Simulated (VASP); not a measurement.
# LaCuB3 (I4mm) in VASP: single point with r2SCAN

Aim: the single point of LaCuB3 with r2SCAN.

Program: VASP 6.6.1. These are calculated values, not measurements. Logs are shortened: lines on timing, memory, paths and dates and some standing lists are left out, and cuts for length are marked.

### Step 1. The cell of the first run

Symmetry: I4mm, No. 107, tetragonal system. Conventional cell: a = 3.684 Å, b = 3.684 Å, c = 8.985 Å, α = 90.00°, β = 90.00°, γ = 90.00°. La (site symmetry 4mm) has 5 Cu at 2.80 to 3.48 Å and 13 B at 2.81 to 3.43 Å and 4 La at 3.68 Å within 3.7 Å. Within 2.7 Å of Cu (site symmetry 4mm) lie 5 B at 2.08 to 2.22 Å. B (site symmetry 2mm) has 6 B at 2.19 to 2.60 Å and 2 Cu at 2.22 Å and 2 La at 2.90 Å within 2.9 Å. Within 2.7 Å of B (site symmetry 4mm) lie 1 Cu at 2.08 Å and 4 B at 2.19 Å.

### Step 2. Single point, r2SCAN

File POSCAR:

```
LaCuB3
1.0
    0.0000000000      3.6839500000      0.0000000000
    3.6839500000      0.0000000000      0.0000000000
    1.8419750000      1.8419750000     -4.4926880000
La Cu B
1 1 3
Direct
    0.1336000000      0.1336000000      0.7328000000
    0.5204000000      0.5204000000      0.9592000000
    0.8827000000      0.3827000000      0.2346000000
    0.3827000000      0.8827000000      0.2346000000
    0.7515000000      0.7515000000      0.4970000000
```

File INCAR.step1:

```
  PREC = Accurate
  ENCUT = 520
  ISMEAR = -1
  SIGMA = 0.1
  LREAL = F
  LASPH = T
  NELM = 60
  NBANDS = 24
  GGA = PE
  ALGO = Normal
  EDIFF = 1E-4
  LWAVE = T
  LCHARG = F
```

File INCAR.step2:

```
  PREC = Accurate
  ENCUT = 520
  EDIFF = 1E-7
  ISMEAR = -1
  SIGMA = 0.1
  LREAL = F
  LASPH = T
  NELM = 60
  ALGO = Normal
  ISIF = 2
  LWAVE = F
  LCHARG = F
  METAGGA = R2SCAN
  LMIXTAU = T
  NBANDS = 24
  ISTART = 1
```

File KPOINTS:

```
Automatic mesh
0
Gamma
  10 10 10
```

Potentials or basis: VASP PAW PBE potentials, release 64 (La, Cu, B).

Run with:

```bash
cat potpaw_PBE.64/La/POTCAR potpaw_PBE.64/Cu/POTCAR potpaw_PBE.64/B/POTCAR > POTCAR
cp INCAR.step1 INCAR
mpirun -np 1 vasp_std > vasp.out
cp INCAR.step2 INCAR
mpirun -np 1 vasp_std > vasp.out
```

OUTCAR:

```text
PREC = Accurate
   ENCUT = 520
   EDIFF = 1E-7
   ISMEAR = -1
   LREAL = F
   LASPH = T
   NELM = 60
   ISIF = 2
   METAGGA = R2SCAN
   ISTART = 1

 ion  position               nearest neighbor table
   1  0.134  0.134  0.733-   2 2.80   2 2.80   2 2.80   2 2.80   5 2.81   5 2.81   5 2.81   5 2.81
                             3 2.90   4 2.90   3 2.90   4 2.90   3 2.91   4 2.91   4 2.91   3 2.91
   2  0.520  0.520  0.959-   5 2.08   4 2.22   3 2.22   4 2.22   3 2.22   1 2.80   1 2.80   1 2.80
                             1 2.80
   3  0.883  0.383  0.235-   2 2.22   2 2.22   1 2.90   1 2.90   1 2.91   1 2.91
   4  0.383  0.883  0.235-   2 2.22   2 2.22   1 2.90   1 2.90   1 2.91   1 2.91
   5  0.752  0.752  0.497-   2 2.08   1 2.81   1 2.81   1 2.81   1 2.81

  LATTYP: Found a body centered tetragonal cell.
 ALAT       =     3.6839500000
 C/A-ratio  =     2.4390602478

  Lattice vectors:

 A1 = (  -1.8419750000,   1.8419750000,   4.4926880000)
 A2 = (   1.8419750000,  -1.8419750000,   4.4926880000)
 A3 = (   1.8419750000,   1.8419750000,  -4.4926880000)

Analysis of symmetry for initial positions (statically):
=====================================================================
 Subroutine PRICEL returns:
 Original cell was already a primitive cell.

 Routine SETGRP: Setting up the symmetry group for a
 body centered tetragonal supercell.

 Subroutine GETGRP returns: Found  8 space group operations
 (whereof  8 operations were pure point group operations)
 out of a pool of 16 trial point group operations.

The static configuration has the point symmetry C_4v.

Analysis of symmetry for dynamics (positions and initial velocities):
=====================================================================
 Subroutine PRICEL returns:
 Original cell was already a primitive cell.

 Routine SETGRP: Setting up the symmetry group for a
 body centered tetragonal supercell.

 Subroutine GETGRP returns: Found  8 space group operations
 (whereof  8 operations were pure point group operations)
 out of a pool of 16 trial point group operations.

The dynamic configuration has the point symmetry C_4v.

 Subroutine INISYM returns: Found  8 space group operations
 (whereof  8 operations are pure point group operations),
 and found     1 'primitive' translations

----------------------------------------------------------------------------------------

                                     Primitive cell

  volume of cell :      60.9725

  direct lattice vectors                    reciprocal lattice vectors
     0.000000000  3.683950000  0.000000000     0.000000000  0.271447767  0.111291948
     3.683950000  0.000000000  0.000000000     0.271447767  0.000000000  0.111291948
     1.841975000  1.841975000 -4.492688000     0.000000000  0.000000000 -0.222583896

  length of vectors
     3.683950000  3.683950000  5.193263836     0.293376529  0.293376529  0.222583896

  position of ions in fractional coordinates (direct lattice)
     0.133600000  0.133600000  0.732800000
     0.520400000  0.520400000  0.959200000
     0.882700000  0.382700000  0.234600000
     0.382700000  0.882700000  0.234600000
     0.751500000  0.751500000  0.497000000

  ion indices of the primitive-cell ions
   primitive index   ion index
                 1           1
                 2           2
                 3           3
                 4           4
                 5           5

----------------------------------------------------------------------------------------

 KPOINTS: Automatic mesh

Automatic generation of k-mesh.
 Grid dimensions read from file:
 generate k-points for:   10   10   10

 Generating k-lattice:

  Cartesian coordinates                     Fractional coordinates (reciprocal lattice)
     0.000000000  0.027144777  0.011129195     0.100000000  0.000000000 -0.000000000
     0.027144777  0.000000000  0.011129195     0.000000000  0.100000000 -0.000000000
     0.000000000  0.000000000 -0.022258390     0.000000000  0.000000000  0.100000000

  Length of vectors
     0.029337653  0.029337653  0.022258390

  Shift w.r.t. Gamma in fractional coordinates (k-lattice)
     0.000000000  0.000000000  0.000000000

 Subroutine IBZKPT returns following result:
 ===========================================

 Found    102 irreducible k-points:

 Following reciprocal coordinates:
            Coordinates               Weight
  0.000000  0.000000  0.000000      1.000000
  0.100000  0.000000  0.000000      8.000000
  0.200000  0.000000  0.000000      8.000000
  0.300000  0.000000  0.000000      8.000000
  0.400000  0.000000  0.000000      8.000000
  0.500000  0.000000  0.000000      4.000000
[... 16 lines left out ...]
  0.300000  0.300000  0.000000      8.000000
  0.400000  0.300000 -0.000000     16.000000
 [... further k-points ...]
   k-points           NKPTS =    102   k-points in BZ     NKDIM =    102   number of bands    NBANDS=     24
   number of dos      NEDOS =    301   number of ions     NIONS =      5
   total plane-waves  NPLWV =  31360
   dimension x,y,z NGX =    28 NGY =   28 NGZ =   40
   dimension x,y,z NGXF=    56 NGYF=   56 NGZF=   80
   ions per type =               1   1   3
   NGX,Y,Z   is equivalent  to a cutoff of  12.64, 12.64, 12.80 a.u.
   NGXF,Y,Z  is equivalent  to a cutoff of  25.27, 25.27, 25.61 a.u.
 SYSTEM =  unknown system
   PREC   = accura    normal or accurate (medium, high low for compatibility)
   ISTART =      1    job   : 0-new  1-cont  2-samecut
   ICHARG =      0    charge: 1-file 2-atom 10-const
   ISPIN  =      1    spin polarized calculation?
   LNONCOLLINEAR =      F non collinear calculations
   LSORBIT =      F    spin-orbit coupling
   LASPH  =      T    aspherical Exc in radial PAW
   ENCUT  =  520.0 eV  38.22 Ry    6.18 a.u.   6.85  6.85  9.66*2*pi/ulx,y,z
   NELM   =     60;   NELMIN=  2; NELMDL=  0     # of ELM steps
   EDIFF  = 0.1E-06   stopping-criterion for ELM
   LREAL  =      F    real-space projection
   EDIFFG = 0.1E-05   stopping-criterion for IOM
   NSW    =      0    number of steps for IOM
   IBRION =     -1    ionic relax: 0-MD 1-quasi-New 2-CG
   NFREE  =      0    steps in history (QN), initial steepest desc. (CG)
   ISIF   =      2    stress and relaxation
   ISYM   =      2    0-nonsym 1-usesym 2-fastsym
   POTIM  = 0.5000    time-step for ionic-motion
   TEBEG  =    0.0;   TEEND  =   0.0 temperature during run
   PSTRESS=    0.0 pullay stress
   NELECT =      31.0000    total number of electrons
   NUPDOWN=      -1.0000    fix difference up-down
   EMIN   =  10.00;   EMAX   =-10.00  energy-range for DOS
   EFERMI =   0.00;   METHOD = LEGACY
   ISMEAR =    -1;   SIGMA  =   0.10  broadening in eV -4-tet -1-fermi 0-gaus
   EFERMI_NEDOS =   21; number of points for ismear=-14 and -15
   IALGO  =     38    algorithm
   IMIX   =      4    mixing-type and parameters
     AMIX     =   0.40;   BMIX     =  1.00
     AMIX_MAG =   1.60;   BMIX_MAG =  1.00
  volume/ion in A,a.u.               =      12.19        82.29
  Fermi-wavevector in a.u.,A,eV,Ry     =   1.306625  2.469162 23.228789  1.707268
  Thomas-Fermi vector in A             =   2.437414
   LORBIT       =      0    0 simple, 1 ext, 2 COOP (PROOUT), +10 PAW based schemes
   METAGGA = R2SCAN    functional components
   LHFCALC =     F    Hartree Fock is set to
   AEXX    =    0.0000 exact exchange contribution
   IVDW    =     0    specifies the selected vdW correction
   LEPSILON=     F    determine dielectric tensor
   LRPA    =     F    only Hartree local field effects (RPA)
 non-spin polarized calculation
  energy-cutoff  :      520.00
  volume of cell :       60.97
 maximum number of plane-waves:      1669
   NGX = 13   NGY = 13   NGZ = 19

 number of electron      31.0000002 magnetization

 Free energy of the ion-electron system (eV)
  ---------------------------------------------------
  ext. energy  EPLUGINS =         0.00000000
  ---------------------------------------------------
  free energy    TOTEN  =       -60.90553512 eV

  energy without entropy =      -60.86003141  energy(sigma->0) =      -60.88278326

 E-fermi :   8.5347     XC(G=0): -12.5357

 val. band max:        8.5259123061   @ k =   0.2000   0.2000   0.0000
 cond. band min:       8.5440916449   @ k =  -0.1000  -0.2000   0.2000
 fundamental gap:      0.0181793388
 Fermi energy:         8.5347112822

 k-point     1 :       0.0000    0.0000    0.0000
  band No.  band energies     occupation
      1     -23.9515      2.00000
      2      -7.6870      2.00000
      3      -7.0646      2.00000
      4      -7.0646      2.00000
      5      -2.9891      2.00000
      6       2.9116      2.00000
[... 16 lines left out ...]
     23      13.1053      0.00000
     24      13.4164      0.00000

 k-point     2 :       0.1000    0.0000    0.0000
  band No.  band energies     occupation
      1     -23.9409      2.00000
      2      -7.6841      2.00000
      3      -7.2242      2.00000
      4      -7.0538      2.00000
      5      -2.7941      2.00000
      6       2.7725      2.00000
[... 16 lines left out ...]
     23      13.0991      0.00000
     24      13.2819      0.00000

 k-point     3 :       0.2000    0.0000    0.0000
  band No.  band energies     occupation
      1     -23.9128      2.00000
      2      -7.7022      2.00000
      3      -7.5695      2.00000
      4      -7.0254      2.00000
      5      -2.2993      2.00000
      6       2.0675      2.00000
[... 16 lines left out ...]
     23      13.0161      0.00000
     24      13.1326      0.00000
[... 514 lines left out ...]
 k-point    23 :       0.3000    0.3000    0.0000
  band No.  band energies     occupation
      1     -23.8095      2.00000
      2      -7.8979      2.00000
      3      -7.7634      2.00000
      4      -7.5678      2.00000
      5      -0.7387      2.00000
      6       1.7821      2.00000
[... 16 lines left out ...]
     23      12.8894      0.00000
     24      13.2957      0.00000

 k-point    24 :       0.4000    0.3000   -0.0000
  band No.  band energies     occupation
      1     -23.7838      2.00000
      2      -8.0976      2.00000
      3      -7.7459      2.00000
      4      -7.5115      2.00000
      5      -0.3792      2.00000
      6       1.1893      2.00000
[... 16 lines left out ...]
     23      12.8790      0.00000
     24      13.3844      0.00000

 [... further k-points ...]
[... 5 lines left out ...]
  --------------------------------------------------------------------------------------
  -------------------------------------------------------------------------------------
  Total        1.0430917      1.0430917     -1.0066788      0.0000000      0.0000000      0.0000000
  in kB       27.4093905     27.4093905    -26.4525647      0.0000000      0.0000000      0.0000000
  external PRESSURE =       9.4554055 kB  Pullay stress =       0.0000000 kB

 VOLUME and BASIS-vectors are now :
 -----------------------------------------------------------------------------
  energy-cutoff  :      520.00
  volume of cell :       60.97
      direct lattice vectors                 reciprocal lattice vectors
     0.000000000  3.683950000  0.000000000     0.000000000  0.271447767  0.111291948
     3.683950000  0.000000000  0.000000000     0.271447767  0.000000000  0.111291948
     1.841975000  1.841975000 -4.492688000     0.000000000  0.000000000 -0.222583896

 POSITION                                       TOTAL-FORCE (eV/Angst)
 -----------------------------------------------------------------------------------
      1.84197      1.84197     -3.29224        -0.000000     -0.000000      1.231963
      3.68395      3.68395     -4.30939        -0.000000     -0.000000     -2.537412
      1.84198      3.68395     -1.05398         0.000000      0.000000     -0.629455
      3.68395      1.84198     -1.05398         0.000000      0.000000     -0.629455
      3.68395      3.68395     -2.23287        -0.000000     -0.000000      2.564359
 -----------------------------------------------------------------------------------
    total drift:                                0.000453      0.000453      0.002218

  FREE ENERGIE OF THE ION-ELECTRON SYSTEM (eV)
  ---------------------------------------------------
  free  energy   TOTEN  =       -60.9055351154 eV

  energy  without entropy=      -60.8600314138  energy(sigma->0) =      -60.88278326
```

Wall time 14 min (1 thread of Intel Xeon Platinum 8488C (Sapphire Rapids), shared host); peak memory 0.32 GiB.

Results:

```
Free energy   : -60.9055 eV
Pressure      : 0.9 GPa
Largest force : 2.564 eV/Å
```

Forces in eV/Å, atoms in the order of the input:
```
La   0.000  0.000  1.232
Cu   0.000  0.000 -2.537
B    0.000  0.000 -0.629
B    0.000  0.000 -0.629
B    0.000  0.000  2.564
```

Caveat: the PAW data sets were made with another functional, which shifts forces and pressure a little; spin-orbit coupling is left out, which moves the levels of the heavy elements.
